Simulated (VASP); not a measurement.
Set up this calculation in VASP 6.6.1, as the native input.

```yaml
Task: single point
Functional: BLYP
Potentials_or_basis: VASP PAW PBE potentials, release 64 (W_sv)
Cutoff: 520 eV
k_mesh: 10 × 10 × 10
Occupations: fermi-dirac, width 0.1 eV
Spin: no spin polarisation
Dipole_correction: no
Further_INCAR_settings: ALGO = Normal; EDIFF = 1e-06; NBANDS = 21
```

The structure of W lies in POSCAR:

```
W
1.0
    0.0000000000      2.9963222984      2.9963222984
    2.9963222984      0.0000000000      2.9963222984
    2.9963222984      2.9963222984      0.0000000000
W
2
Direct
    0.1250000000      0.1250000000      0.1250000000
    0.8750000000      0.8750000000      0.8750000000
```

This cell differs from its parent crystal: volume scaled by 1.04.

One way to write it, as run:

INCAR

```
AGGAC = 1.0
AGGAX = 1.0
ALDAC = 0.0
ALDAX = 1.0
ALGO = Normal
EDIFF = 1E-6
ENCUT = 520
GGA = B5
ISIF = 2
ISMEAR = -1
LASPH = T
LCHARG = F
LREAL = F
LWAVE = F
NBANDS = 21
NELM = 100
PREC = Accurate
SIGMA = 0.1
```

KPOINTS

```
k-points
0
Gamma
  10 10 10
```

Potentials or basis: VASP PAW PBE potentials, release 64 (W_sv).

The run is started by

```sh
$ cat potpaw_PBE.64/W_sv/POTCAR > POTCAR
$ mpirun -np 1 vasp_std > vasp.out
```

Results of the run:

```json
{
  "Pressure": "-3.3 GPa",
  "Band gap on the k mesh": "zero (band 14 reaches 5.43 eV, above the bottom of band 15 at 4.64 eV)"
}
```

Caveat: the PAW data sets were made with another functional, which shifts forces and pressure a little; spin-orbit coupling is left out, which moves the levels of the heavy elements.

It took 27 s on 1 thread of Intel(R) Xeon(R) 6975P-C (Granite Rapids), on a shared host, peak memory 0.19 GiB.
